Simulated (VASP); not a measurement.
# Na3SrO4 in VASP: notebook

Na3SrO4 is run at these levels: PBE; tasks: single point.

Program: VASP 6.6.1. These are calculated values, not measurements. Logs are shortened: lines on timing, memory, paths and dates and some standing lists are left out, and cuts for length are marked.

## Step 1: The cell of the first run

The cell holds a disordered packing, 16 atoms: a = 7.154 Å, b = 5.441 Å, c = 6.151 Å, α = 97.76°, β = 94.65°, γ = 89.35°.

## Step 2: Single point, PBE

The input, INCAR:

```
SYSTEM = Na3SrO4
ALGO = Normal
EDIFF = 1E-6
ENCUT = 520
GGA = PE
ISIF = 2
ISMEAR = 0
LASPH = .True.
LCHARG = .False.
LREAL = Auto
LWAVE = .False.
NBANDS = 69
NELM = 100
PREC = Accurate
SIGMA = 0.1
```

The input, KPOINTS:

```
k-points
0
Gamma
  2 3 3
  0 0 0
```

The input, POSCAR:

```
Na3SrO4
1.0
    7.1525660000     -0.1036370000     -0.0992380000
    0.1371170000      5.4333870000     -0.2517220000
   -0.4219710000     -0.5381000000      6.1125030000
Sr Na O
2 6 8
Direct
    0.1578438192      0.8453277593      0.1039814130
    0.8329133259      0.4702835614      0.1627633346
    0.2233600148      0.6510772807      0.5436321710
    0.5787102206      0.9367950835      0.1485921523
    0.4207715248      0.3927711885      0.1732268555
    0.1208629556      0.3267171992      0.8281511035
    0.7149715416      0.8182269444      0.5715297103
    0.4490854590      0.1969176091      0.5864647980
    0.4724906709      0.8160721608      0.7799281809
    0.3658147502      0.0900885134      0.9195722252
    0.9079114447      0.0409919572      0.2804013173
    0.7427533014      0.1145999716      0.8949586914
    0.8261509750      0.8448962998      0.9248313754
    0.9515305411      0.0967609689      0.5650307006
    0.0590987443      0.9197367950      0.7300838669
    0.1236966902      0.2846912855      0.2479193011
```

Potentials or basis: VASP PAW PBE potentials, release 64 (Sr_sv, Na_pv, O).

On the command line:

```sh
cat potpaw_PBE.64/Sr_sv/POTCAR potpaw_PBE.64/Na_pv/POTCAR potpaw_PBE.64/O/POTCAR > POTCAR
mpirun -np 1 vasp_std > vasp.out
```

OUTCAR:

```text
SYSTEM = Na3SrO4
   EDIFF = 1E-6
   ENCUT = 520
   GGA = PE
   ISIF = 2
   ISMEAR = 0
   LASPH = .True.
   LREAL = Auto
   NELM = 100
   PREC = Accurate

 ion  position               nearest neighbor table
   1  0.158  0.845  0.104-  11 2.34  15 2.44  10 2.45  16 2.45  13 2.53   3 3.03   4 3.04   6 3.09
                             9 3.11   5 3.14   2 3.18   6 3.30  16 3.31  14 3.42   5 3.50  12 3.52
   2  0.833  0.470  0.163-  16 2.35  12 2.42  11 2.58  13 2.66   5 2.99   6 3.05   7 3.10   4 3.11
                            11 3.13   1 3.18   4 3.43  14 3.46  13 3.52   3 3.55   1 4.09
   3  0.223  0.651  0.544-  15 2.14   9 2.31   6 2.79   1 3.03   1 3.53   2 3.55
   4  0.579  0.937  0.149-  10 2.22  13 2.34  12 2.34   9 2.34   5 2.71   1 3.04   2 3.11   2 3.43

   5  0.421  0.393  0.173-  10 2.13  16 2.31   4 2.71   2 2.99   1 3.14   1 3.50
   6  0.121  0.327  0.828-  14 2.20  10 2.24  15 2.25   3 2.79   2 3.05   1 3.09   1 3.30
   7  0.715  0.818  0.572-  13 2.24   9 2.24  14 2.29   8 2.79   2 3.10
   8  0.449  0.197  0.586-  10 2.33   7 2.79   1 3.79
   9  0.472  0.816  0.780-  10 1.81   7 2.24   3 2.31   4 2.34   1 3.11
  10  0.366  0.090  0.920-   9 1.81   5 2.13   4 2.22   6 2.24   8 2.33   1 2.45
  11  0.908  0.041  0.280-  14 1.74   1 2.34   2 2.58   2 3.13
  12  0.743  0.115  0.895-  13 1.61   4 2.34   2 2.42   1 3.52
  13  0.826  0.845  0.925-  12 1.61   7 2.24   4 2.34   1 2.53   2 2.66   2 3.52
  14  0.952  0.097  0.565-  15 1.63  11 1.74   6 2.20   7 2.29   1 3.42   2 3.46
  15  0.059  0.920  0.730-  14 1.63   3 2.14   6 2.25   1 2.44
  16  0.124  0.285  0.248-   5 2.31   2 2.35   1 2.45   1 3.31

  LATTYP: Found a triclinic cell.
 ALAT       =     6.1506344437
 B/A-ratio  =     0.8846148997
 C/A-ratio  =     1.1631328737
 COS(alpha) =     0.0113712051
 COS(beta)  =     0.0811105785
 COS(gamma) =     0.1350719429

  Lattice vectors:

 A1 = (   0.4219710000,   0.5381000000,  -6.1125030000)
 A2 = (   0.1371170000,   5.4333870000,  -0.2517220000)
 A3 = (   7.1525660000,  -0.1036370000,  -0.0992380000)

Analysis of symmetry for initial positions (statically):
=====================================================================
 Subroutine PRICEL returns:
 Original cell was already a primitive cell.

 Routine SETGRP: Setting up the symmetry group for a
 triclinic supercell.

 Subroutine GETGRP returns: Found  1 space group operations
 (whereof  1 operations were pure point group operations)
 out of a pool of  2 trial point group operations.

The static configuration has the point symmetry C_1 .

Analysis of symmetry for dynamics (positions and initial velocities):
=====================================================================
 Subroutine PRICEL returns:
 Original cell was already a primitive cell.

 Routine SETGRP: Setting up the symmetry group for a
 triclinic supercell.

 Subroutine GETGRP returns: Found  1 space group operations
 (whereof  1 operations were pure point group operations)
 out of a pool of  2 trial point group operations.

The dynamic configuration has the point symmetry C_1 .

 Subroutine INISYM returns: Found  1 space group operations
 (whereof  1 operations are pure point group operations),
 and found     1 'primitive' translations

----------------------------------------------------------------------------------------

                                     Primitive cell

  volume of cell :     236.4349

  direct lattice vectors                    reciprocal lattice vectors
     7.152566000 -0.103637000 -0.099238000     0.139895323 -0.003095603  0.009385030
     0.137117000  5.433387000 -0.251722000     0.002905160  0.184736677  0.016463419
    -0.421971000 -0.538100000  6.112503000     0.002390874  0.007557474  0.164429458

  length of vectors
     7.154005116  5.440942871  6.150634444     0.140243941  0.185491574  0.164620407

  position of ions in fractional coordinates (direct lattice)
     0.157843819  0.845327759  0.103981413
     0.832913326  0.470283561  0.162763335
     0.223360015  0.651077281  0.543632171
     0.578710221  0.936795084  0.148592152
     0.420771525  0.392771188  0.173226855
     0.120862956  0.326717199  0.828151103
[... 8 lines left out ...]
     0.059098744  0.919736795  0.730083867
     0.123696690  0.284691286  0.247919301

  ion indices of the primitive-cell ions
   primitive index   ion index
                 1           1
                 2           2
                 3           3
                 4           4
                 5           5
                 6           6
[... 8 lines left out ...]
                15          15
                16          16

----------------------------------------------------------------------------------------

 KPOINTS: k-points

Automatic generation of k-mesh.
 Grid dimensions read from file:
 generate k-points for:    2    3    3

 Generating k-lattice:

  Cartesian coordinates                     Fractional coordinates (reciprocal lattice)
     0.069947662 -0.001547801  0.004692515     0.500000000 -0.000000000  0.000000000
     0.000968387  0.061578892  0.005487806    -0.000000000  0.333333333  0.000000000
     0.000796958  0.002519158  0.054809819     0.000000000 -0.000000000  0.333333333

  Length of vectors
     0.070121971  0.061830525  0.054873469

  Shift w.r.t. Gamma in fractional coordinates (k-lattice)
     0.000000000  0.000000000  0.000000000

 Subroutine IBZKPT returns following result:
 ===========================================

 Found     10 irreducible k-points:

 Following reciprocal coordinates:
            Coordinates               Weight
  0.000000  0.000000  0.000000      1.000000
  0.500000 -0.000000 -0.000000      1.000000
  0.000000  0.333333  0.000000      2.000000
  0.500000  0.333333  0.000000      2.000000
  0.000000  0.000000  0.333333      2.000000
  0.500000  0.000000  0.333333      2.000000
  0.000000  0.333333  0.333333      2.000000
  0.500000  0.333333  0.333333      2.000000
  0.000000 -0.333333  0.333333      2.000000
  0.500000 -0.333333  0.333333      2.000000
   k-points           NKPTS =     10   k-points in BZ     NKDIM =     10   number of bands    NBANDS=     69
   number of dos      NEDOS =    301   number of ions     NIONS =     16
   total plane-waves  NPLWV = 103680
   dimension x,y,z NGX =    54 NGY =   40 NGZ =   48
   dimension x,y,z NGXF=   108 NGYF=   80 NGZF=   96
   ions per type =               2   6   8
   NGX,Y,Z   is equivalent  to a cutoff of  12.55, 12.22, 12.97 a.u.
   NGXF,Y,Z  is equivalent  to a cutoff of  25.10, 24.44, 25.95 a.u.
 SYSTEM =  Na3SrO4
   PREC   = accura    normal or accurate (medium, high low for compatibility)
   ISTART =      0    job   : 0-new  1-cont  2-samecut
   ICHARG =      2    charge: 1-file 2-atom 10-const
   ISPIN  =      1    spin polarized calculation?
   LNONCOLLINEAR =      F non collinear calculations
   LSORBIT =      F    spin-orbit coupling
   LASPH  =      T    aspherical Exc in radial PAW
   ENCUT  =  520.0 eV  38.22 Ry    6.18 a.u.  13.30 10.12 11.44*2*pi/ulx,y,z
   NELM   =    100;   NELMIN=  2; NELMDL= -5     # of ELM steps
   EDIFF  = 0.1E-05   stopping-criterion for ELM
   LREAL  =      T    real-space projection
   EDIFFG = 0.1E-04   stopping-criterion for IOM
   NSW    =      0    number of steps for IOM
   IBRION =     -1    ionic relax: 0-MD 1-quasi-New 2-CG
   NFREE  =      0    steps in history (QN), initial steepest desc. (CG)
   ISIF   =      2    stress and relaxation
   ISYM   =      2    0-nonsym 1-usesym 2-fastsym
   POTIM  = 0.5000    time-step for ionic-motion
   TEBEG  =    0.0;   TEEND  =   0.0 temperature during run
   PSTRESS=    0.0 pullay stress
   NELECT =     110.0000    total number of electrons
   NUPDOWN=      -1.0000    fix difference up-down
   EMIN   =  10.00;   EMAX   =-10.00  energy-range for DOS
   EFERMI =   0.00;   METHOD = LEGACY
   ISMEAR =     0;   SIGMA  =   0.10  broadening in eV -4-tet -1-fermi 0-gaus
   EFERMI_NEDOS =   21; number of points for ismear=-14 and -15
   IALGO  =     38    algorithm
   IMIX   =      4    mixing-type and parameters
     AMIX     =   0.40;   BMIX     =  1.00
     AMIX_MAG =   1.60;   BMIX_MAG =  1.00
  volume/ion in A,a.u.               =      14.78        99.72
  Fermi-wavevector in a.u.,A,eV,Ry     =   1.268533  2.397180 21.894175  1.609176
  Thomas-Fermi vector in A             =   2.401623
   LORBIT       =      0    0 simple, 1 ext, 2 COOP (PROOUT), +10 PAW based schemes
   GGA     = PE    functional components
   LHFCALC =     F    Hartree Fock is set to
   AEXX    =    0.0000 exact exchange contribution
   IVDW    =     0    specifies the selected vdW correction
   LEPSILON=     F    determine dielectric tensor
   LRPA    =     F    only Hartree local field effects (RPA)
 non-spin polarized calculation
 Gauss-broadening in eV      SIGMA  =   0.10
  energy-cutoff  :      520.00
  volume of cell :      236.43
 maximum number of plane-waves:      6378
 NGX is ok and might be reduce to    54
   NGX = 27   NGY = 21   NGZ = 23

 number of electron     110.0000010 magnetization

 Free energy of the ion-electron system (eV)
  ---------------------------------------------------
  ext. energy  EPLUGINS =         0.00000000
  ---------------------------------------------------
  free energy    TOTEN  =       -57.93056495 eV

  energy without entropy =      -57.90526129  energy(sigma->0) =      -57.91791312

 E-fermi :   2.9692     XC(G=0):  -9.2421

 val. band max:        2.9567433624   @ k =   0.5000   0.0000   0.3333
 cond. band min:       3.0094515254   @ k =   0.5000  -0.3333   0.3333
 fundamental gap:      0.0527081630
 Fermi energy:         2.9691582090

 k-point     1 :       0.0000    0.0000    0.0000
  band No.  band energies     occupation
      1     -32.6055      2.00000
      2     -32.1621      2.00000
      3     -22.0091      2.00000
      4     -21.9016      2.00000
      5     -21.8871      2.00000
      6     -21.8247      2.00000
[... 59 lines left out ...]
     66       6.7634      0.00000
     67       7.0197      0.00000
[... 628 lines left out ...]
     66       6.8570      0.00000
     67       7.1945      0.00000
 [bands above 67 left out]

------------------------ aborting loop because EDIFF is reached ----------------------------------------

  FORCE on cell =-STRESS in cart. coord.  units (eV):
  Direction    XX          YY          ZZ          XY          YZ          ZX
  --------------------------------------------------------------------------------------
  -------------------------------------------------------------------------------------
  Total       23.2559719     -0.8504221     10.9433694      7.1722846      4.1129755     -4.6713897
  in kB      157.5917274     -5.7627988     74.1566291     48.6022566     27.8711600    -31.6551967
  external PRESSURE =      75.3285192 kB  Pullay stress =       0.0000000 kB

 VOLUME and BASIS-vectors are now :
 -----------------------------------------------------------------------------
  energy-cutoff  :      520.00
  volume of cell :      236.43
      direct lattice vectors                 reciprocal lattice vectors
     7.152566000 -0.103637000 -0.099238000     0.139895323 -0.003095603  0.009385030
     0.137117000  5.433387000 -0.251722000     0.002905160  0.184736677  0.016463419
    -0.421971000 -0.538100000  6.112503000     0.002390874  0.007557474  0.164429458

 POSITION                                       TOTAL-FORCE (eV/Angst)
 -----------------------------------------------------------------------------------
      1.20102      4.52068      0.40713        -0.199636      2.604275     -1.020123
      5.95327      2.38133      0.79385         0.475882     -1.475705     -0.302241
      1.45747      3.22188      3.13690         0.363258     -0.015531      0.014908
      4.20501      4.95004      0.61503         0.943589      0.085920     -0.930868
      2.99035      1.99726      0.91822        -0.303041      0.018300     -0.118104
      0.55982      1.31703      4.96784        -0.388828     -0.873606     -0.114301
[... 8 lines left out ...]
      0.24074      4.59830      4.22526        -0.287995      0.358656     -2.931540
      0.81917      1.40061      1.43147         2.668787      3.443362     -0.712191
 -----------------------------------------------------------------------------------
    total drift:                               -0.001291     -0.007113     -0.000927

  FREE ENERGIE OF THE ION-ELECTRON SYSTEM (eV)
  ---------------------------------------------------
  free  energy   TOTEN  =       -57.9305649509 eV

  energy  without entropy=      -57.9052612850  energy(sigma->0) =      -57.91791312
```

Run time: 11 min. Hardware: 1 thread of Intel Xeon 8259CL, shared host; peak memory 0.37 GiB.

What came out:

```
Free energy            : -57.9306 eV
Pressure               : 7.5 GPa
Largest force          : 4.414 eV/Å
Band gap on the k mesh : 0.05 eV (least direct gap 0.11 eV)
```

Forces on the atoms (eV/Å):
```
Sr  -0.200  2.604 -1.020
Sr   0.476 -1.476 -0.302
Na   0.363 -0.016  0.015
Na   0.944  0.086 -0.931
Na  -0.303  0.018 -0.118
Na  -0.389 -0.874 -0.114
Na   0.495  0.179  0.996
Na   0.215 -0.333  1.017
O   -2.308  0.071  0.241
O    0.872 -0.880 -0.165
O   -2.365 -2.521  2.179
O    1.330 -1.162  0.603
O   -1.420  0.932  0.898
O   -0.090 -0.431  0.345
O   -0.288  0.359 -2.932
O    2.669  3.443 -0.712
```

Caveat: the k points lie up to 0.44 Å⁻¹ apart; semilocal functionals underestimate gaps, and a narrow one can read as zero.

[end of part 1 of 2]
